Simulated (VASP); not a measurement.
# SnO2 (P4_2/mnm) in VASP: single point with PBE

Aim: the single point of SnO2 with PBE.

All numbers are computed with VASP 6.6.1; they aren't measurements. Logs are shortened: lines on timing, memory, paths and dates and some standing lists are left out, and cuts for length are marked.

## Step 1: The cell of the first run

It takes space group P4_2/mnm (No. 136, tetragonal). Conventional cell: a = 4.827 Å, b = 4.827 Å, c = 3.238 Å, α = 90.00°, β = 90.00°, γ = 90.00°. Within 2.8 Å of Sn (site symmetry mmm) lie 6 O at 2.09 Å. Within 2.8 Å of Sn (site symmetry mmm) lie 6 O at 2.09 Å. O (site symmetry m2m) has 3 Sn at 2.09 Å and 1 O at 2.64 Å within 2.8 Å. Within 2.8 Å of O (site symmetry m2m) lie 3 Sn at 2.09 Å and 1 O at 2.64 Å.

## Step 2: Single point, PBE

File INCAR:

```
ALGO = Normal ; EDIFF = 1E-7
ENCUT = 520 ; GGA = PE
ISIF = 2 ; ISMEAR = 0
LASPH = True ; LCHARG = False
LREAL = Auto ; LWAVE = False
NBANDS = 93 ; NELM = 80
PREC = Accurate ; SIGMA = 0.01
```

File KPOINTS:

```
Automatic mesh
0
Gamma
  3 3 2
  0 0 0.5
```

File POSCAR:

```
SnO2
1.0
    0.0000000000     -4.8274195352      3.2380692396
   -4.8274195352      0.0000000000      3.2380692396
   -4.8274195352     -4.8274195352     -3.2380692396
Sn O
6 12
Direct
    0.0000000000      0.0000000000      0.0000000000
    0.3333333333      0.3333333333      0.6666666667
    0.6666666667      0.6666666667      0.3333333333
    0.3333333333      0.3333333333      0.1666666667
    0.6666666667      0.6666666667      0.8333333333
    1.0000000000      1.0000000000      0.5000000000
    0.2311519101      0.2311519101      0.4623038201
    0.5644852434      0.5644852434      0.1289704868
    0.8978185767      0.8978185767      0.7956371535
    0.0267890635      0.6398776031      0.1666666667
    0.3601223969      0.9732109365      0.8333333333
    0.6934557302      0.3065442698      0.5000000000
    0.1021814233      0.1021814233      0.2043628465
    0.4355147566      0.4355147566      0.8710295132
    0.7688480899      0.7688480899      0.5376961799
    0.6398776031      0.0267890635      0.1666666667
    0.9732109365      0.3601223969      0.8333333333
    0.3065442698      0.6934557302      0.5000000000
```

Potentials or basis: VASP PAW PBE potentials, release 64 (Sn_d, O).

Command:

```
> cat potpaw_PBE.64/Sn_d/POTCAR potpaw_PBE.64/O/POTCAR > POTCAR
> mpirun -np 1 vasp_std > vasp.out
```

OUTCAR:

```text
EDIFF = 1E-7
   ENCUT = 520
   GGA = PE
   ISIF = 2
   ISMEAR = 0
   LASPH = True
   LREAL = Auto
   NELM = 80
   PREC = Accurate

 ion  position               nearest neighbor table
   1  0.000  0.000  0.000-  10 2.09  11 2.09  16 2.09  17 2.09   9 2.09  13 2.09   2 3.24   3 3.24

   2  0.333  0.333  0.667-  11 2.09  17 2.09  12 2.09  18 2.09   7 2.09  14 2.09   1 3.24   3 3.24

   3  0.667  0.667  0.333-  10 2.09  16 2.09  12 2.09  18 2.09   8 2.09  15 2.09   1 3.24   2 3.24
[... 7 lines left out ...]
   7  0.231  0.231  0.462-   4 2.09   6 2.09   2 2.09
   8  0.564  0.564  0.129-   4 2.09   5 2.09   3 2.09
   9  0.898  0.898  0.796-   5 2.09   6 2.09   1 2.09
  10  0.027  0.640  0.167-   3 2.09   1 2.09   4 2.09
  11  0.360  0.973  0.833-   2 2.09   1 2.09   5 2.09
  12  0.693  0.307  0.500-   2 2.09   3 2.09   6 2.09
  13  0.102  0.102  0.204-   4 2.09   6 2.09   1 2.09
  14  0.436  0.436  0.871-   4 2.09   5 2.09   2 2.09
  15  0.769  0.769  0.538-   5 2.09   6 2.09   3 2.09
  16  0.640  0.027  0.167-   3 2.09   1 2.09   4 2.09
  17  0.973  0.360  0.833-   2 2.09   1 2.09   5 2.09
  18  0.307  0.693  0.500-   2 2.09   3 2.09   6 2.09

  LATTYP: Found a base centered monoclinic cell.
 ALAT       =     9.4100121328
 B/A-ratio  =     0.7255040782
 C/A-ratio  =     0.8029739258
 COS(beta)  =    -0.3605774009

  Lattice vectors:

 A1 = (   0.0000000000,   4.8274195352,  -3.2380692396)
 A2 = (   4.8274195352,   0.0000000000,  -3.2380692396)
 A3 = (  -4.8274195352,  -4.8274195352,  -3.2380692396)

Analysis of symmetry for initial positions (statically):
=====================================================================
 Subroutine PRICEL returns following result:

  LATTYP: Found a simple tetragonal cell.
 ALAT       =     4.8274195352
 C/A-ratio  =     0.6707660719

  Lattice vectors:

 A1 = (  -4.8274195352,   0.0000000000,   0.0000000003)
 A2 = (   0.0000000000,  -4.8274195352,  -0.0000000006)
 A3 = (   0.0000000000,   0.0000000000,   3.2380692393)

   3 primitive cells build up your supercell.

 Routine SETGRP: Setting up the symmetry group for a
 base centered monoclinic supercell.

 Subroutine GETGRP returns: Found  4 space group operations
 (whereof  4 operations were pure point group operations)
 out of a pool of  4 trial point group operations.

The static configuration has the point symmetry C_2h.

[... 114 lines left out ...]
   EDIFFG = 0.1E-05   stopping-criterion for IOM
   NSW    =      0    number of steps for IOM
   IBRION =     -1    ionic relax: 0-MD 1-quasi-New 2-CG
   NFREE  =      0    steps in history (QN), initial steepest desc. (CG)
   ISIF   =      2    stress and relaxation
   ISYM   =      2    0-nonsym 1-usesym 2-fastsym
   POTIM  = 0.5000    time-step for ionic-motion
   TEBEG  =    0.0;   TEEND  =   0.0 temperature during run
   PSTRESS=    0.0 pullay stress
   NELECT =     156.0000    total number of electrons
   NUPDOWN=      -1.0000    fix difference up-down
   EMIN   =  10.00;   EMAX   =-10.00  energy-range for DOS
   EFERMI =   0.00;   METHOD = LEGACY
   ISMEAR =     0;   SIGMA  =   0.01  broadening in eV -4-tet -1-fermi 0-gaus
   EFERMI_NEDOS =   21; number of points for ismear=-14 and -15
   IALGO  =     38    algorithm
   IMIX   =      4    mixing-type and parameters
     AMIX     =   0.40;   BMIX     =  1.00
     AMIX_MAG =   1.60;   BMIX_MAG =  1.00
  volume/ion in A,a.u.               =      12.58        84.87
  Fermi-wavevector in a.u.,A,eV,Ry     =   1.446007  2.732558 28.448934  2.090938
  Thomas-Fermi vector in A             =   2.564125
   LORBIT       =      0    0 simple, 1 ext, 2 COOP (PROOUT), +10 PAW based schemes
   GGA     = PE    functional components
   LHFCALC =     F    Hartree Fock is set to
   AEXX    =    0.0000 exact exchange contribution
   IVDW    =     0    specifies the selected vdW correction
   LEPSILON=     F    determine dielectric tensor
   LRPA    =     F    only Hartree local field effects (RPA)
 non-spin polarized calculation
 Gauss-broadening in eV      SIGMA  =   0.01
  energy-cutoff  :      520.00
  volume of cell :      226.38
 maximum number of plane-waves:      6113
 NGX is ok and might be reduce to    48
   NGX = 21   NGY = 21   NGZ = 29

 number of electron     156.0000019 magnetization

 Free energy of the ion-electron system (eV)
  ---------------------------------------------------
  ext. energy  EPLUGINS =         0.00000000
  ---------------------------------------------------
  free energy    TOTEN  =      -111.95019467 eV

  energy without entropy =     -111.95019467  energy(sigma->0) =     -111.95019467

 E-fermi :   5.5509     XC(G=0): -10.9761

 val. band max:        5.4283057632   @ k =  -0.0000  -0.0000   0.2500
 cond. band min:       7.0259204407   @ k =  -0.0000  -0.0000   0.2500
 fundamental gap:      1.5976146775
 Fermi energy:         5.5509253377

 k-point     1 :      -0.0000   -0.0000    0.2500
  band No.  band energies     occupation
      1     -15.4571      2.00000
      2     -15.3131      2.00000
      3     -15.2604      2.00000
      4     -15.2547      2.00000
      5     -15.0353      2.00000
      6     -14.9963      2.00000
[... 547 lines left out ...]
     89      14.2409      0.00000
     90      14.2466      0.00000
 [bands above 90 left out]

------------------------ aborting loop because EDIFF is reached ----------------------------------------

  FORCE on cell =-STRESS in cart. coord.  units (eV):
  Direction    XX          YY          ZZ          XY          YZ          ZX
  --------------------------------------------------------------------------------------
  -------------------------------------------------------------------------------------
  Total        0.6975745      0.6975745      1.1254971     -0.0313679     -0.0538676     -0.0538674
  in kB        4.9370068      4.9370068      7.9655819     -0.2220032     -0.3812419     -0.3812409
  external PRESSURE =       5.9465319 kB  Pullay stress =       0.0000000 kB

 VOLUME and BASIS-vectors are now :
 -----------------------------------------------------------------------------
  energy-cutoff  :      520.00
  volume of cell :      226.38
      direct lattice vectors                 reciprocal lattice vectors
     0.000000000 -4.827419535  3.238069240     0.069050003 -0.138100006  0.102942003
    -4.827419535  0.000000000  3.238069240    -0.138100006  0.069050003  0.102942003
    -4.827419535 -4.827419535 -3.238069240    -0.069050003 -0.069050003 -0.102942003

 POSITION                                       TOTAL-FORCE (eV/Angst)
 -----------------------------------------------------------------------------------
      0.00000      0.00000      0.00000        -0.000000     -0.000000      0.000000
     -4.82742     -4.82742     -0.00000        -0.000000     -0.000000      0.000000
     -4.82742     -4.82742      3.23807        -0.000000     -0.000000      0.000000
     -2.41371     -2.41371      1.61903        -0.000000     -0.000000      0.000000
     -7.24113     -7.24113      1.61903        -0.000000     -0.000000      0.000000
     -2.41371     -2.41371     -1.61903        -0.000000     -0.000000      0.000000
[... 10 lines left out ...]
     -5.76131     -8.72095      1.61903        -0.008062      0.008062     -0.000000
     -5.76131     -3.89353      1.61903        -0.008062      0.008062      0.000000
 -----------------------------------------------------------------------------------
    total drift:                               -0.000000      0.000000      0.000000

  FREE ENERGIE OF THE ION-ELECTRON SYSTEM (eV)
  ---------------------------------------------------
  free  energy   TOTEN  =      -111.9501946704 eV

  energy  without entropy=     -111.9501946704  energy(sigma->0) =     -111.95019467
```

OSZICAR:

```text
N       E                     dE             d eps       ncg     rms          rms(c)
DAV:   1     0.273461056755E+04    0.27346E+04   -0.68773E+04  1270   0.263E+03
DAV:   2     0.541665285800E+03   -0.21929E+04   -0.20942E+04  1156   0.840E+02
DAV:   3    -0.669805611996E+02   -0.60865E+03   -0.58772E+03  1229   0.310E+02
DAV:   4    -0.128102700768E+03   -0.61122E+02   -0.60168E+02  1328   0.109E+02
DAV:   5    -0.130260935347E+03   -0.21582E+01   -0.21433E+01  1296   0.210E+01    0.267E+01
DAV:   6    -0.111559016173E+03    0.18702E+02   -0.69963E+01  1763   0.714E+01    0.954E+00
DAV:   7    -0.112036750059E+03   -0.47773E+00   -0.75712E+00  1256   0.935E+00    0.573E+00
DAV:   8    -0.112007453288E+03    0.29297E-01   -0.11276E+00  1536   0.598E+00    0.154E+00
DAV:   9    -0.111947896800E+03    0.59556E-01   -0.37698E-01  1656   0.475E+00    0.325E-01
DAV:  10    -0.111949663981E+03   -0.17672E-02   -0.27238E-02  1576   0.103E+00    0.102E-01
DAV:  11    -0.111950174820E+03   -0.51084E-03   -0.20574E-03  1440   0.273E-01    0.286E-02
DAV:  12    -0.111950199836E+03   -0.25016E-04   -0.13701E-04  1496   0.651E-02    0.227E-02
DAV:  13    -0.111950195493E+03    0.43425E-05   -0.27534E-05  1704   0.374E-02    0.462E-03
DAV:  14    -0.111950194018E+03    0.14755E-05   -0.78048E-06  1760   0.151E-02    0.458E-03
DAV:  15    -0.111950194260E+03   -0.24273E-06   -0.54331E-07  1072   0.399E-03    0.333E-03
DAV:  16    -0.111950194539E+03   -0.27839E-06   -0.49024E-07  1104   0.414E-03    0.547E-04
DAV:  17    -0.111950194667E+03   -0.12829E-06   -0.58700E-08   648   0.101E-03    0.990E-05
DAV:  18    -0.111950194670E+03   -0.33724E-08   -0.11578E-08   648   0.599E-04
   1 F= -.11195019E+03 E0= -.11195019E+03  d E =-.315192E-68
```

stdout:

```text
POSCAR found type information on POSCAR SnO
 POSCAR found :  2 types and      18 ions
 scaLAPACK will be used
 LDA part: xc-table for (Slater+PW92), standard interpolation
 POSCAR, INCAR and KPOINTS ok, starting setup
 FFT: planning ... GRIDC
 FFT: planning ... GRID_SOFT
 FFT: planning ... GRID
 WAVECAR not read
 entering main loop
```

Wall time 3.1 min (1 thread of AMD EPYC 9R45 (Zen 5), shared host); peak memory 0.34 GiB.

Results:

```yaml
Free_energy: -111.9502 eV
Pressure: 0.6 GPa
Largest_force: 0.012 eV/Å
Band_gap_on_the_k_mesh: 1.60 eV
```

Forces on the atoms (eV/Å):
```
Sn   0.000  0.000  0.000
Sn   0.000  0.000  0.000
Sn   0.000  0.000  0.000
Sn   0.000  0.000  0.000
Sn   0.000  0.000  0.000
Sn   0.000  0.000  0.000
O   -0.008 -0.008  0.000
O   -0.008 -0.008  0.000
O   -0.008 -0.008  0.000
O    0.008 -0.008  0.000
O    0.008 -0.008  0.000
O    0.008 -0.008  0.000
O    0.008  0.008  0.000
O    0.008  0.008  0.000
O    0.008  0.008  0.000
O   -0.008  0.008  0.000
O   -0.008  0.008  0.000
O   -0.008  0.008  0.000
```

Caveat: the k points lie up to 0.45 Å⁻¹ apart; spin-orbit coupling is left out, which moves the levels of the heavy elements; a shifted mesh leaves out Γ, where band edges can lie.
